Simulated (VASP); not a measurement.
Write the native input for VASP 6.6.1 that does the following.

```
Task                   : single point
Functional             : PBEsol
Potentials or basis    : VASP PAW PBE potentials, release 64 (Sr_sv, C, H)
Cutoff                 : 520 eV
k mesh                 : 2 × 2 × 1
Occupations            : fermi-dirac, width 0.05 eV
Spin                   : no spin polarisation
Dipole correction      : no
Further INCAR settings : LREAL = Auto; ALGO = Normal; EDIFF = 1e-06; NBANDS = 76
```

The structure of Sr12H2C lies in POSCAR:

```
Sr12H2C
1.0
    8.5984180000      0.0000000000      0.0000000000
    4.2992090000      7.4464490000      0.0000000000
    0.0000000000      0.0000000000     20.0205790000
Sr C H
12 1 2
Direct
    0.1666644535      0.1666700464      0.0499486054
    0.6666634068      0.1666700464      0.0499486054
    0.1666655752      0.6666667562      0.0499486054
    0.6666645285      0.6666667562      0.0499486054
   -0.1694560002      0.2707599287      0.1970822123
    0.2949229210      0.3369525528      0.2271213035
   -0.1714362522      0.8185646608      0.2383747243
    0.3207842558      0.8359823588      0.2170067109
    0.0151120619     -0.0028469946      0.3681711703
    0.4911566743      0.0032633004      0.4014968798
   -0.0281154059      0.4951487615      0.3957577850
    0.4840856055      0.5365241876      0.4090291295
    0.6317187825      0.7154148239      0.4502766878
    0.6459234786      0.6079676367      0.4876881932
    0.6661238690      0.7993071597      0.4809301469
```

One way to write it, as run:

INCAR

```
  PREC = Accurate
  ENCUT = 520
  EDIFF = 1E-6
  ISMEAR = -1
  SIGMA = 0.05
  LREAL = Auto
  LASPH = True
  NELM = 80
  ALGO = Normal
  ISIF = 2
  LWAVE = False
  LCHARG = False
  GGA = PS
  NBANDS = 76
```

KPOINTS

```
regular mesh
0
Gamma
  2 2 1
```

Potentials or basis: VASP PAW PBE potentials, release 64 (Sr_sv, C, H).

Command:

```sh
$ cat potpaw_PBE.64/Sr_sv/POTCAR potpaw_PBE.64/C/POTCAR potpaw_PBE.64/H/POTCAR > POTCAR
$ mpirun -np 1 vasp_std > vasp.out
```

It gave:

```yaml
Largest_force: 2.158 eV/Å
Band_gap_on_the_k_mesh: zero (bands 63 and 64 overlap by 0.24 eV)
```

Caveat: the k points lie up to 0.42 Å⁻¹ apart; the atoms stand as in a frame of molecular dynamics; the PAW data sets were made with another functional, which shifts forces and pressure a little.

Run time: 15 min on 1 thread of Intel(R) Xeon(R) Platinum 8488C (Sapphire Rapids) (shared host), peak memory 1.2 GiB.
